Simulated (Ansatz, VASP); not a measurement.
## Two plane-wave programs on ZnSe

```
CELL_PARAMETERS angstrom
0.00000 2.74519 3.01970
2.74519 0.00000 3.01970
2.74519 2.74519 0.00000
ATOMIC_POSITIONS crystal
Zn 0.00000 0.00000 0.00000
Se 0.75000 0.75000 0.75000
```

Alike in both runs: task single point; functional LDA; k mesh 10 × 10 × 10; occupations gaussian, width 0.05 eV; no spin polarisation.

```csv
,VASP,Ansatz
version,VASP 6.6.1,Ansatz 0.2.0
potentials or method,"VASP PAW LDA potentials, release 64 (Zn, Se), cutoff 520 eV","scalar-relativistic, plane waves, PAW"
valence electrons in the cell,18,28
```

|  | VASP | Ansatz | Ansatz less VASP |
| --- | --- | --- | --- |
| gap on the k mesh at the Fermi level (eV) | 0.89 | 0.85 | -0.036 |
| least direct gap on the mesh (eV) | 0.89 | 0.85 | -0.036 |
| pressure (GPa) | -3.2 | -3.5 | -0.30 |
| traceless stress, the component that is largest in VASP (GPa) | -2.94 | -2.96 | -0.020 |

LDA's correlation is that of Perdew and Zunger in VASP and of Perdew and Wang (1992) in Ansatz. VASP's potentials hold 18 valence electrons a cell and Ansatz's 28, so a difference there can come from the potentials and not from the codes.
